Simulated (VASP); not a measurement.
# Si (Pbcm) in VASP: single point with PBE

Aim: the single point of Si with PBE.

Program: VASP 6.6.1. These are calculated values, not measurements. Logs are shortened: lines on timing, memory, paths and dates and some standing lists are left out, and cuts for length are marked.

## (1) The cell of the first run

The structure is orthorhombic, space group Pbcm (No. 57). Conventional cell: a = 5.544 Å, b = 4.268 Å, c = 4.523 Å, α = 90.00°, β = 90.00°, γ = 90.00°. Si (site symmetry 2) has 6 Si at 2.26 to 2.36 Å within 3.0 Å. Si (site symmetry m) has 14 Si at 2.33 to 3.23 Å within 3.3 Å.

The cell was built from a structure type or drawn by symmetry, and may not be a known phase.

## (2) Single point, PBE

INCAR reads:

```
SYSTEM = Si
ALGO = Normal
EDIFF = 1E-7
ENCUT = 520
GGA = PE
ISIF = 2
ISMEAR = 0
LASPH = .TRUE.
LCHARG = .TRUE.
LELF = .TRUE.
LREAL = .FALSE.
LVHAR = .TRUE.
LWAVE = .FALSE.
NBANDS = 26
NELM = 60
PREC = Accurate
SIGMA = 0.1
```

KPOINTS reads:

```
k-points
0
G
  4 4 4
  0 0 0
```

POSCAR reads:

```
Si
1.0
    5.5443959600      0.0000000000      0.0000000000
    0.0000000000      4.2680247900      0.0000000000
    0.0000000000      0.0000000000      4.5226429000
Si
8
Direct
    0.4086137200      0.2500000000      0.0000000000
    0.5913862800      0.7500000000      0.5000000000
    0.5913862800      0.7500000000      0.0000000000
    0.4086137200      0.2500000000      0.5000000000
    0.9160691800      0.5096841400      0.2500000000
    0.0839308200      0.4903158600      0.7500000000
    0.0839308200      0.0096841400      0.2500000000
    0.9160691800      0.9903158600      0.7500000000
```

Potentials or basis: VASP PAW PBE potentials, release 64 (Si).

Run with:

```console
cat potpaw_PBE.64/Si/POTCAR > POTCAR
mpirun -np 1 vasp_std > vasp.out
```

OUTCAR:

```text
SYSTEM = Si
   EDIFF = 1E-7
   ENCUT = 520
   GGA = PE
   ISIF = 2
   ISMEAR = 0
   LASPH = .TRUE.
   LREAL = .FALSE.
   NELM = 60
   PREC = Accurate

 ion  position               nearest neighbor table
   1  0.409  0.250  0.000-   4 2.26   4 2.26   7 2.36   6 2.36   3 2.36   3 2.36
   2  0.591  0.750  0.500-   3 2.26   3 2.26   8 2.36   5 2.36   4 2.36   4 2.36
   3  0.591  0.750  0.000-   2 2.26   2 2.26   8 2.36   5 2.36   1 2.36   1 2.36
   4  0.409  0.250  0.500-   1 2.26   1 2.26   7 2.36   6 2.36   2 2.36   2 2.36
   5  0.916  0.510  0.250-   7 2.33   7 2.33   2 2.36   3 2.36   6 2.45   6 2.45   8 3.05   8 3.05

   6  0.084  0.490  0.750-   8 2.33   8 2.33   1 2.36   4 2.36   5 2.45   5 2.45   7 3.05   7 3.05

   7  0.084  0.010  0.250-   5 2.33   5 2.33   1 2.36   4 2.36   8 2.45   8 2.45   6 3.05   6 3.05

   8  0.916  0.990  0.750-   6 2.33   6 2.33   2 2.36   3 2.36   7 2.45   7 2.45   5 3.05   5 3.05

  LATTYP: Found a simple orthorhombic cell.
 ALAT       =     4.2680247900
 B/A-ratio  =     1.0596571301
 C/A-ratio  =     1.2990543009

  Lattice vectors:

 A1 = (   0.0000000000,   4.2680247900,   0.0000000000)
 A2 = (   0.0000000000,   0.0000000000,   4.5226429000)
 A3 = (   5.5443959600,   0.0000000000,   0.0000000000)

Analysis of symmetry for initial positions (statically):
=====================================================================
 Subroutine PRICEL returns:
 Original cell was already a primitive cell.

 Routine SETGRP: Setting up the symmetry group for a
 simple orthorhombic supercell.

 Subroutine GETGRP returns: Found  8 space group operations
 (whereof  2 operations were pure point group operations)
 out of a pool of  8 trial point group operations.

The static configuration has the point symmetry S_2 .
 The point group associated with its full space group is D_2h.

Analysis of symmetry for dynamics (positions and initial velocities):
=====================================================================
 Subroutine PRICEL returns:
 Original cell was already a primitive cell.

 Routine SETGRP: Setting up the symmetry group for a
 simple orthorhombic supercell.

 Subroutine GETGRP returns: Found  8 space group operations
 (whereof  2 operations were pure point group operations)
 out of a pool of  8 trial point group operations.

The dynamic configuration has the point symmetry S_2 .
 The point group associated with its full space group is D_2h.

 Subroutine INISYM returns: Found  8 space group operations
 (whereof  2 operations are pure point group operations),
 and found     1 'primitive' translations

----------------------------------------------------------------------------------------

                                     Primitive cell

  volume of cell :     107.0221

  direct lattice vectors                    reciprocal lattice vectors
     5.544395960  0.000000000  0.000000000     0.180362299  0.000000000  0.000000000
     0.000000000  4.268024790  0.000000000     0.000000000  0.234300420  0.000000000
     0.000000000  0.000000000  4.522642900     0.000000000  0.000000000  0.221109652

  length of vectors
     5.544395960  4.268024790  4.522642900     0.180362299  0.234300420  0.221109652

  position of ions in fractional coordinates (direct lattice)
     0.408613720  0.250000000  0.000000000
     0.591386280  0.750000000  0.500000000
     0.591386280  0.750000000  0.000000000
     0.408613720  0.250000000  0.500000000
     0.916069180  0.509684140  0.250000000
     0.083930820  0.490315860  0.750000000
     0.083930820  0.009684140  0.250000000
     0.916069180  0.990315860  0.750000000

  ion indices of the primitive-cell ions
   primitive index   ion index
                 1           1
                 2           2
                 3           3
                 4           4
                 5           5
                 6           6
                 7           7
                 8           8

----------------------------------------------------------------------------------------

 KPOINTS: k-points

Automatic generation of k-mesh.
 Grid dimensions read from file:
 generate k-points for:    4    4    4

 Generating k-lattice:

  Cartesian coordinates                     Fractional coordinates (reciprocal lattice)
     0.045090575  0.000000000  0.000000000     0.250000000  0.000000000  0.000000000
     0.000000000  0.058575105  0.000000000     0.000000000  0.250000000  0.000000000
     0.000000000  0.000000000  0.055277413     0.000000000  0.000000000  0.250000000

  Length of vectors
     0.045090575  0.058575105  0.055277413

  Shift w.r.t. Gamma in fractional coordinates (k-lattice)
     0.000000000  0.000000000  0.000000000

 Subroutine IBZKPT returns following result:
 ===========================================

 Found     27 irreducible k-points:

 Following reciprocal coordinates:
            Coordinates               Weight
  0.000000  0.000000  0.000000      1.000000
  0.250000  0.000000  0.000000      2.000000
  0.500000  0.000000  0.000000      1.000000
  0.000000  0.250000  0.000000      2.000000
  0.250000  0.250000  0.000000      4.000000
  0.500000  0.250000  0.000000      2.000000
[... 16 lines left out ...]
  0.250000  0.250000  0.500000      4.000000
  0.500000  0.250000  0.500000      2.000000
 [... further k-points ...]
   k-points           NKPTS =     27   k-points in BZ     NKDIM =     27   number of bands    NBANDS=     26
   number of dos      NEDOS =    301   number of ions     NIONS =      8
   total plane-waves  NPLWV =  48384
   dimension x,y,z NGX =    42 NGY =   32 NGZ =   36
   dimension x,y,z NGXF=    84 NGYF=   64 NGZF=   72
   ions per type =               8
   NGX,Y,Z   is equivalent  to a cutoff of  12.59, 12.46, 13.23 a.u.
   NGXF,Y,Z  is equivalent  to a cutoff of  25.19, 24.93, 26.47 a.u.
 SYSTEM =  Si
   PREC   = accura    normal or accurate (medium, high low for compatibility)
   ISTART =      0    job   : 0-new  1-cont  2-samecut
   ICHARG =      2    charge: 1-file 2-atom 10-const
   ISPIN  =      1    spin polarized calculation?
   LNONCOLLINEAR =      F non collinear calculations
   LSORBIT =      F    spin-orbit coupling
   LASPH  =      T    aspherical Exc in radial PAW
   ENCUT  =  520.0 eV  38.22 Ry    6.18 a.u.  10.31  7.94  8.41*2*pi/ulx,y,z
   NELM   =     60;   NELMIN=  2; NELMDL= -5     # of ELM steps
   EDIFF  = 0.1E-06   stopping-criterion for ELM
   LREAL  =      F    real-space projection
   EDIFFG = 0.1E-05   stopping-criterion for IOM
   NSW    =      0    number of steps for IOM
   IBRION =     -1    ionic relax: 0-MD 1-quasi-New 2-CG
   NFREE  =      0    steps in history (QN), initial steepest desc. (CG)
   ISIF   =      2    stress and relaxation
   ISYM   =      2    0-nonsym 1-usesym 2-fastsym
   POTIM  = 0.5000    time-step for ionic-motion
   TEBEG  =    0.0;   TEEND  =   0.0 temperature during run
   PSTRESS=    0.0 pullay stress
   NELECT =      32.0000    total number of electrons
   NUPDOWN=      -1.0000    fix difference up-down
   EMIN   =  10.00;   EMAX   =-10.00  energy-range for DOS
   EFERMI =   0.00;   METHOD = LEGACY
   ISMEAR =     0;   SIGMA  =   0.10  broadening in eV -4-tet -1-fermi 0-gaus
   EFERMI_NEDOS =   21; number of points for ismear=-14 and -15
   IALGO  =     38    algorithm
   IMIX   =      4    mixing-type and parameters
     AMIX     =   0.40;   BMIX     =  1.00
     AMIX_MAG =   1.60;   BMIX_MAG =  1.00
  volume/ion in A,a.u.               =      13.38        90.28
  Fermi-wavevector in a.u.,A,eV,Ry     =   1.094713  2.068708 16.305179  1.198397
  Thomas-Fermi vector in A             =   2.231023
   LORBIT       =      0    0 simple, 1 ext, 2 COOP (PROOUT), +10 PAW based schemes
   GGA     = PE    functional components
   LHFCALC =     F    Hartree Fock is set to
   AEXX    =    0.0000 exact exchange contribution
   IVDW    =     0    specifies the selected vdW correction
   LEPSILON=     F    determine dielectric tensor
   LRPA    =     F    only Hartree local field effects (RPA)
 non-spin polarized calculation
 Gauss-broadening in eV      SIGMA  =   0.10
  energy-cutoff  :      520.00
  volume of cell :      107.02
 maximum number of plane-waves:      2916
 NGX is ok and might be reduce to    42
   NGX = 21   NGY = 15   NGZ = 17

 number of electron      32.0000002 magnetization

 Free energy of the ion-electron system (eV)
  ---------------------------------------------------
  ext. energy  EPLUGINS =         0.00000000
  ---------------------------------------------------
  free energy    TOTEN  =       -37.19582086 eV

  energy without entropy =      -37.17898443  energy(sigma->0) =      -37.18740265

 E-fermi :  10.8533     XC(G=0): -11.3515

 val. band max:       10.8185238382   @ k =   0.0000   0.0000   0.2500
 cond. band min:      10.8546913211   @ k =   0.5000   0.0000   0.0000
 fundamental gap:      0.0361674829
 Fermi energy:        10.8532987015

 k-point     1 :       0.0000    0.0000    0.0000
  band No.  band energies     occupation
      1      -4.4269      2.00000
      2      -0.3574      2.00000
      3       0.0381      2.00000
      4       2.1937      2.00000
      5       2.6693      2.00000
      6       3.2284      2.00000
[... 18 lines left out ...]
     25      14.9369      0.00000
     26      15.1855      0.00000

 k-point     2 :       0.2500    0.0000    0.0000
  band No.  band energies     occupation
      1      -4.1482      2.00000
      2      -1.9715      2.00000
      3       1.9067      2.00000
      4       2.4170      2.00000
      5       2.9393      2.00000
      6       3.3048      2.00000
[... 18 lines left out ...]
     25      16.0127      0.00000
     26      16.1111      0.00000

 k-point     3 :       0.5000    0.0000    0.0000
  band No.  band energies     occupation
      1      -3.3533      2.00000
      2      -3.2853      2.00000
      3       2.9507      2.00000
      4       3.0305      2.00000
      5       3.6148      2.00000
      6       3.6977      2.00000
[... 18 lines left out ...]
     25      14.3605      0.00000
     26      14.4881      0.00000

 k-point     4 :       0.0000    0.2500    0.0000
  band No.  band energies     occupation
      1      -3.9644      2.00000
      2      -0.7690      2.00000
      3       0.1235      2.00000
      4       2.1786      2.00000
      5       2.5286      2.00000
      6       3.1245      2.00000
[... 18 lines left out ...]
     25      15.6185      0.00000
     26      17.5769      0.00000

 k-point     5 :       0.2500    0.2500    0.0000
  band No.  band energies     occupation
      1      -3.6945      2.00000
      2      -1.6940      2.00000
      3       0.4221      2.00000
      4       2.2692      2.00000
      5       3.2196      2.00000
      6       3.3885      2.00000
[... 18 lines left out ...]
     25      15.5534      0.00000
     26      16.5705      0.00000

 k-point     6 :       0.5000    0.2500    0.0000
  band No.  band energies     occupation
      1      -2.9311      2.00000
      2      -2.8748      2.00000
      3       1.1770      2.00000
      4       1.2435      2.00000
      5       3.6313      2.00000
      6       3.8273      2.00000
[... 427 lines left out ...]
 k-point    21 :       0.5000    0.0000    0.5000
  band No.  band energies     occupation
      1      -1.6178      2.00000
      2      -1.6178      2.00000
      3      -1.5555      2.00000
      4      -1.5555      2.00000
      5       5.1276      2.00000
      6       5.1276      2.00000
[... 18 lines left out ...]
     25      15.5432      0.00000
     26      15.5432      0.00000

 k-point    22 :       0.0000    0.2500    0.5000
  band No.  band energies     occupation
      1      -2.2235      2.00000
      2      -2.2235      2.00000
      3       0.8609      2.00000
      4       0.8609      2.00000
      5       1.8420      2.00000
      6       1.8420      2.00000
[... 18 lines left out ...]
     25      16.6020      0.00000
     26      16.6020      0.00000

 k-point    23 :       0.2500    0.2500    0.5000
  band No.  band energies     occupation
      1      -1.9588      2.00000
      2      -1.9588      2.00000
      3      -0.0152      2.00000
      4      -0.0152      2.00000
      5       2.1844      2.00000
      6       2.1844      2.00000
[... 18 lines left out ...]
     25      16.1193      0.00000
     26      16.1194      0.00000

 k-point    24 :       0.5000    0.2500    0.5000
  band No.  band energies     occupation
      1      -1.2102      2.00000
      2      -1.2102      2.00000
      3      -1.1598      2.00000
      4      -1.1598      2.00000
      5       2.9692      2.00000
      6       2.9692      2.00000
[... 18 lines left out ...]
     25      16.6651      0.00000
     26      16.7130      0.00000

 [... further k-points ...]
[... 5 lines left out ...]
  --------------------------------------------------------------------------------------
  -------------------------------------------------------------------------------------
  Total       16.7961444     21.6107797     27.1142603      0.0000000      0.0000000      0.0000000
  in kB      251.4471478    323.5247786    405.9147878      0.0000000      0.0000000      0.0000000
  external PRESSURE =     326.9622381 kB  Pullay stress =       0.0000000 kB

 VOLUME and BASIS-vectors are now :
 -----------------------------------------------------------------------------
  energy-cutoff  :      520.00
  volume of cell :      107.02
      direct lattice vectors                 reciprocal lattice vectors
     5.544395960  0.000000000  0.000000000     0.180362299  0.000000000  0.000000000
     0.000000000  4.268024790  0.000000000     0.000000000  0.234300420  0.000000000
     0.000000000  0.000000000  4.522642900     0.000000000  0.000000000  0.221109652

 POSITION                                       TOTAL-FORCE (eV/Angst)
 -----------------------------------------------------------------------------------
      2.26552      1.06701      0.00000         0.754305     -0.000000     -0.000000
      3.27888      3.20102      2.26132        -0.754305     -0.000000     -0.000000
      3.27888      3.20102      0.00000        -0.754305     -0.000000      0.000000
      2.26552      1.06701      2.26132         0.754305     -0.000000      0.000000
      5.07905      2.17534      1.13066         0.427341     -0.727431      0.000000
      0.46535      2.09268      3.39198        -0.427341      0.727431      0.000000
      0.46535      0.04133      1.13066        -0.427341     -0.727431      0.000000
      5.07905      4.22669      3.39198         0.427341      0.727431     -0.000000
 -----------------------------------------------------------------------------------
    total drift:                               -0.000000     -0.000000     -0.000000

  FREE ENERGIE OF THE ION-ELECTRON SYSTEM (eV)
  ---------------------------------------------------
  free  energy   TOTEN  =       -37.1958208645 eV

  energy  without entropy=      -37.1789844298  energy(sigma->0) =      -37.18740265
```

Wall time 57 s (1 thread of Intel Xeon Platinum 8259CL at 2.50GHz (Skylake/Cascade Lake), shared host); peak memory 0.22 GiB.

What came out:

| Property | Result |
| --- | --- |
| Free energy | -37.1958 eV |
| Pressure | 32.7 GPa |
| Largest force | 0.844 eV/Å |
| Band gap on the k mesh | zero (bands 16 and 17 overlap by 1.92 eV) |

Forces in eV/Å, atoms in the order of the input:
```
Si   0.754  0.000  0.000
Si  -0.754  0.000  0.000
Si  -0.754  0.000  0.000
Si   0.754  0.000  0.000
Si   0.427 -0.727  0.000
Si  -0.427  0.727  0.000
Si  -0.427 -0.727  0.000
Si   0.427  0.727  0.000
```

Stress tensor (GPa, compression positive):
```
25.14  0.00  0.00
 0.00 32.35  0.00
 0.00  0.00 40.59
```

Caveat: the k points lie up to 0.37 Å⁻¹ apart, too coarse for converged energies and pressures of a metal.
